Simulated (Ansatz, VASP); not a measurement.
**Li2S in VASP and in Ansatz**

```
Li S
1.0
     0.00000    2.84450    2.84450
     2.84450    0.00000    2.84450
     2.84450    2.84450    0.00000
Li S
2 1
Direct
  0.25000 0.25000 0.25000
  0.75000 0.75000 0.75000
  0.00000 0.00000 0.00000
```

Alike in both runs: task single point; functional PBE; k mesh 6 × 6 × 6; no spin polarisation.

|  | VASP | Ansatz |
| --- | --- | --- |
| version | VASP 6.6.1 | Ansatz 0.2.0 |
| potentials or method | VASP PAW PBE potentials, release 64 (Li_sv, S) | plane waves, PAW |
| plane-wave cutoff (eV) | 750 | 420 |
| occupations | gaussian, width 0.01 eV | fixed |
| valence electrons in the cell | 12 | 12 |

```tsv
	VASP	Ansatz	Ansatz less VASP
pressure (GPa)	0.2	0.4	+0.13
```
